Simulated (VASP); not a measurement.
RbTi (CsCl type), 2 atoms in the cell. The structure is cubic, space group Pm-3m (No. 221). The conventional cell has a = 4.006 Å, b = 4.006 Å, c = 4.006 Å, α = 90.00°, β = 90.00°, γ = 90.00°. Within 4.6 Å of Rb (site symmetry m-3m) lie 8 Ti at 3.47 Å and 6 Rb at 4.01 Å. Within 4.6 Å of Ti (site symmetry m-3m) lie 8 Rb at 3.47 Å and 6 Ti at 4.01 Å. 

- Program: VASP 6.6.1
- Task: relaxation of cell and atoms
- Functional: PBEsol
- Potentials or basis: VASP PAW PBE potentials, release 64 (Rb_sv, Ti_sv)
- Cutoff: 600 eV
- k mesh: 10 × 10 × 10
- Occupations: fermi-dirac, width 0.03 eV
- Spin: no spin polarisation
- Dipole correction: no
- Further INCAR settings: ALGO = Normal; EDIFF = 1e-06; IBRION = 2; EDIFFG = -0.005; NSW = 100; ISIF = 3

Potentials or basis: VASP PAW PBE potentials, release 64 (Rb_sv, Ti_sv).

The run is started by

```console
$ cat potpaw_PBE.64/Rb_sv/POTCAR potpaw_PBE.64/Ti_sv/POTCAR > POTCAR
$ mpirun -np 1 vasp_std > vasp.out
```

Hardware: 1 thread of AMD EPYC 7R13 Processor (Zen 3), with other jobs on the host.

Question: Estimate the wall time of this run.

Answer: Wall time 2.8 min on 1 thread of AMD EPYC 7R13 Processor (Zen 3), with other jobs on the host, peak memory 0.2 GiB. Counts: scf iterations 32, k points 56, ion steps 3.
